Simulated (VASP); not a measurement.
# Cs2KMoP6 (P1) in VASP: single point with PBE+U

Aim: the single point of Cs2KMoP6 with PBE+U.

All numbers are computed with VASP 6.6.1; they aren't measurements. Logs are shortened: lines on timing, memory, paths and dates and some standing lists are left out, and cuts for length are marked.

## (1) The cell of the first run

The typed cell holds 10 atoms: a = 7.531 Å, b = 7.531 Å, c = 7.531 Å, α = 60.00°, β = 60.00°, γ = 60.00°.

## (2) Single point, PBE+U

Contents of INCAR:

```
PREC = Accurate
ENCUT = 520
EDIFF = 1E-7
ISMEAR = 1
SIGMA = 0.15
LREAL = False
LASPH = True
NELM = 150
ALGO = Normal
ISIF = 2
LWAVE = False
LCHARG = True
LMAXMIX = 4
LDAU = True
LDAUTYPE = 2
LDAUL = 2 -1 -1 -1
LDAUU = 4 0 0 0
LDAUJ = 0 0 0 0
LDAUPRINT = 1
GGA = PE
LELF = True
LVHAR = True
NBANDS = 46
```

Contents of KPOINTS:

```
Automatic mesh
0
Gamma
  3 3 3
```

Contents of POSCAR:

```
Cs2KMoP6
1.0
    0.0000000000      5.3248950000      5.3248950000
    5.3248950000      0.0000000000      5.3248950000
    5.3248950000      5.3248950000      0.0000000000
Mo K Cs P
1 1 2 6
Direct
   -0.0073290647      0.0165754442     -0.0090141684
    0.4898218650      0.5007178545      0.5113800366
    0.2376730433      0.2681296063      0.2367062637
    0.7717913687      0.7349604077      0.7391965475
    0.7919732690      0.2228131259      0.2357438973
    0.2698993126      0.7774980540      0.2013644400
    0.2314655031      0.7727973040      0.7717647954
    0.7249357030      0.2261262429      0.7857981237
    0.1982970556      0.2668719289      0.7872744909
    0.7643130052      0.7446329928      0.2378301356
```

Potentials or basis: VASP PAW PBE potentials, release 64 (Mo_sv, K_sv, Cs_sv, P).

Started as:

```bash
$ cat potpaw_PBE.64/Mo_sv/POTCAR potpaw_PBE.64/K_sv/POTCAR potpaw_PBE.64/Cs_sv/POTCAR potpaw_PBE.64/P/POTCAR > POTCAR
$ mpirun -np 1 vasp_std > vasp.out
```

OUTCAR:

```text
PREC = Accurate
   ENCUT = 520
   EDIFF = 1E-7
   ISMEAR = 1
   LREAL = False
   LASPH = True
   NELM = 150
   ISIF = 2
   GGA = PE

 ion  position               nearest neighbor table
   1  0.993  0.017  0.991-   5 2.41   9 2.44   7 2.47   8 2.54   6 2.61  10 2.67
   2  0.490  0.501  0.511-   8 2.72  10 2.76   9 2.81   7 2.84   6 2.84   5 2.95
   3  0.238  0.268  0.237-
   4  0.772  0.735  0.739-
   5  0.792  0.223  0.236-   1 2.41   2 2.95
   6  0.270  0.777  0.201-   1 2.61   2 2.84
   7  0.231  0.773  0.772-   1 2.47   2 2.84
   8  0.725  0.226  0.786-   1 2.54   2 2.72
   9  0.198  0.267  0.787-   1 2.44   2 2.81
  10  0.764  0.745  0.238-   1 2.67   2 2.76

  LATTYP: Found a face centered cubic cell.
 ALAT       =    10.6497900000

  Lattice vectors:

 A1 = (   0.0000000000,   5.3248950000,   5.3248950000)
 A2 = (   5.3248950000,   0.0000000000,   5.3248950000)
 A3 = (   5.3248950000,   5.3248950000,   0.0000000000)

Analysis of symmetry for initial positions (statically):
=====================================================================
 Subroutine PRICEL returns:
 Original cell was already a primitive cell.

 Routine SETGRP: Setting up the symmetry group for a
 face centered cubic supercell.

 Subroutine GETGRP returns: Found  1 space group operations
 (whereof  1 operations were pure point group operations)
 out of a pool of 48 trial point group operations.

The static configuration has the point symmetry C_1 .

Analysis of symmetry for dynamics (positions and initial velocities):
=====================================================================
 Subroutine PRICEL returns:
 Original cell was already a primitive cell.

 Routine SETGRP: Setting up the symmetry group for a
 face centered cubic supercell.

[... 168 lines left out ...]
 -0.0043 -0.0018  0.0135  0.2680 -0.0046
  0.0144 -0.0149 -0.0124 -0.0046  0.4976

 occupancies and eigenvectors

  o =  0.2656  v =  0.4064 -0.5268 -0.0897  0.7395 -0.0489  0.0000  0.0000  0.0000  0.0000  0.0000      0.0000  0.0000  0.0000  0.0000  0.0000  0.0000  0.0000  0.0000  0.0000  0.0000
  o =  0.2656  v =  0.0000  0.0000  0.0000  0.0000  0.0000  0.4064 -0.5268 -0.0897  0.7395 -0.0489      0.0000  0.0000  0.0000  0.0000  0.0000  0.0000  0.0000  0.0000  0.0000  0.0000
  o =  0.2661  v =  0.0323 -0.7991 -0.0351 -0.5956 -0.0671  0.0000  0.0000  0.0000  0.0000  0.0000      0.0000  0.0000  0.0000  0.0000  0.0000  0.0000  0.0000  0.0000  0.0000  0.0000
  o =  0.2661  v =  0.0000  0.0000  0.0000  0.0000  0.0000  0.0323 -0.7991 -0.0351 -0.5956 -0.0671      0.0000  0.0000  0.0000  0.0000  0.0000  0.0000  0.0000  0.0000  0.0000  0.0000
  o =  0.2796  v = -0.9109 -0.2678 -0.0447  0.3074  0.0458  0.0000  0.0000  0.0000  0.0000  0.0000      0.0000  0.0000  0.0000  0.0000  0.0000  0.0000  0.0000  0.0000  0.0000  0.0000
  o =  0.2796  v =  0.0000  0.0000  0.0000  0.0000  0.0000 -0.9109 -0.2678 -0.0447  0.3074  0.0458      0.0000  0.0000  0.0000  0.0000  0.0000  0.0000  0.0000  0.0000  0.0000  0.0000
  o =  0.4849  v =  0.0000  0.0000  0.0000  0.0000  0.0000 -0.0368  0.1109 -0.7864 -0.0363 -0.6055      0.0000  0.0000  0.0000  0.0000  0.0000  0.0000  0.0000  0.0000  0.0000  0.0000
  o =  0.4849  v = -0.0368  0.1109 -0.7864 -0.0363 -0.6055  0.0000  0.0000  0.0000  0.0000  0.0000      0.0000  0.0000  0.0000  0.0000  0.0000  0.0000  0.0000  0.0000  0.0000  0.0000
  o =  0.5084  v =  0.0000  0.0000  0.0000  0.0000  0.0000 -0.0526 -0.0001  0.6086  0.0504 -0.7901      0.0000  0.0000  0.0000  0.0000  0.0000  0.0000  0.0000  0.0000  0.0000  0.0000
  o =  0.5084  v = -0.0526 -0.0001  0.6086  0.0504 -0.7901  0.0000  0.0000  0.0000  0.0000  0.0000      0.0000  0.0000  0.0000  0.0000  0.0000  0.0000  0.0000  0.0000  0.0000  0.0000

 number of electron      70.9999997 magnetization

 Free energy of the ion-electron system (eV)
  ---------------------------------------------------
  ext. energy  EPLUGINS =         0.00000000
  ---------------------------------------------------
  free energy    TOTEN  =       -35.91972346 eV

  energy without entropy =      -35.91218523  energy(sigma->0) =      -35.91721072

 E-fermi :   2.4527     XC(G=0):  -8.6480

 val. band max:        2.4281863133   @ k =   0.3333   0.3333  -0.3333
 cond. band min:       2.4551537690   @ k =   0.0000  -0.3333   0.3333
 fundamental gap:      0.0269674557
 Fermi energy:         2.4527320449

 k-point     1 :       0.0000    0.0000    0.0000
  band No.  band energies     occupation
      1     -59.6371      2.00000
      2     -33.6810      2.00000
      3     -33.6590      2.00000
      4     -33.6233      2.00000
      5     -26.5568      2.00000
      6     -18.5031      2.00000
[... 675 lines left out ...]
     45       5.9850      0.00000
     46       7.5113      0.00000

------------------------ aborting loop because EDIFF is reached ----------------------------------------

  FORCE on cell =-STRESS in cart. coord.  units (eV):
  Direction    XX          YY          ZZ          XY          YZ          ZX
  --------------------------------------------------------------------------------------
  -------------------------------------------------------------------------------------
  Total       -1.9651325     -3.5930789     -3.3306620     -0.1881863     -1.0815285     -0.7480389
  in kB      -10.4265177    -19.0640071    -17.6716867     -0.9984708     -5.7383287     -3.9689134
  external PRESSURE =     -15.7207371 kB  Pullay stress =       0.0000000 kB

 VOLUME and BASIS-vectors are now :
 -----------------------------------------------------------------------------
  energy-cutoff  :      520.00
  volume of cell :      301.97
      direct lattice vectors                 reciprocal lattice vectors
     0.000000000  5.324895000  5.324895000    -0.093898565  0.093898565  0.093898565
     5.324895000  0.000000000  5.324895000     0.093898565 -0.093898565  0.093898565
     5.324895000  5.324895000  0.000000000     0.093898565  0.093898565 -0.093898565

 POSITION                                       TOTAL-FORCE (eV/Angst)
 -----------------------------------------------------------------------------------
      5.36516     10.56276      5.37413        -0.276872     -0.063183     -0.373222
      5.38931      5.33129      5.27452        -0.366227     -0.527780     -0.111791
      2.68820      2.52602      2.69335         0.164153      0.429056     -0.012096
      7.84973      8.04585      8.02330         0.145625     -0.280146      0.020030
      2.44177      5.47249      5.40363        -1.199742     -0.193745      0.110457
      5.21234      2.50943      5.57728         0.006791     -2.128843     -0.113286
      8.22463      5.34210      5.34759         1.793318      0.070874     -0.063233
      5.38839      8.04450      5.06431        -0.147739      2.756564      0.162376
      5.61322      5.24807      2.47698        -0.179275      0.295989     -2.079929
      5.23151      5.33631      8.03498         0.059969     -0.358786      2.460694
 -----------------------------------------------------------------------------------
    total drift:                               -0.000746      0.000206      0.000307

  FREE ENERGIE OF THE ION-ELECTRON SYSTEM (eV)
  ---------------------------------------------------
  free  energy   TOTEN  =       -35.9197234615 eV

  energy  without entropy=      -35.9121852325  energy(sigma->0) =      -35.91721072
```

OSZICAR:

```text
N       E                     dE             d eps       ncg     rms          rms(c)
DAV:   1     0.480931762167E+03    0.48093E+03   -0.30174E+04  1296   0.132E+03
DAV:   2     0.302611317602E-02   -0.48093E+03   -0.46892E+03  1660   0.296E+02
DAV:   3    -0.378185281392E+02   -0.37822E+02   -0.37196E+02  1762   0.771E+01
[... 11 lines left out ...]
DAV:  15    -0.359196460768E+02   -0.11265E-03   -0.30311E-04  1498   0.574E-02    0.477E-02
DAV:  16    -0.359196942980E+02   -0.48221E-04   -0.66029E-05  1544   0.276E-02    0.306E-02
DAV:  17    -0.359197171775E+02   -0.22879E-04   -0.40828E-05  1514   0.226E-02    0.133E-02
DAV:  18    -0.359197233125E+02   -0.61350E-05   -0.14193E-05  1450   0.143E-02    0.520E-03
DAV:  19    -0.359197234820E+02   -0.16955E-06   -0.16905E-06  1472   0.415E-03    0.324E-03
DAV:  20    -0.359197234615E+02    0.20508E-07   -0.19471E-07   946   0.157E-03
   1 F= -.35919723E+02 E0= -.35917211E+02  d E =-.753823E-02
```

It took 5.2 min on 1 thread of AMD EPYC 7R43 (Zen 3), shared host; peak memory 0.5 GiB.

Results:

```
Free energy            : -35.9197 eV
Pressure               : -1.6 GPa
Largest force          : 2.765 eV/Å
Band gap on the k mesh : zero (an odd number of electrons rules out a gap without spin polarisation)
```

Forces in eV/Å, atoms in the order of the input:
```
Mo  -0.277 -0.063 -0.373
K   -0.366 -0.528 -0.112
Cs   0.164  0.429 -0.012
Cs   0.146 -0.280  0.020
P   -1.200 -0.194  0.110
P    0.007 -2.129 -0.113
P    1.793  0.071 -0.063
P   -0.148  2.757  0.162
P   -0.179  0.296 -2.080
P    0.060 -0.359  2.461
```

Eigenvalues of the final occupation matrices:
```csv
site,spin,trace,eigenvalues
site 1 d,1,1.80,0.27 0.27 0.28 0.48 0.51
site 1 d,2,1.80,0.27 0.27 0.28 0.48 0.51
```

Caveat: spin-orbit coupling is left out, which moves the levels of the heavy elements; an odd number of electrons without spin polarisation forces a metal; a magnetic or distorted state may lie lower; U without spin polarisation on a metal has little footing; the U is typed as a test and isn't derived for this compound.

The gap in the log of VASP goes by the Fermi energy; the results here count the filled bands.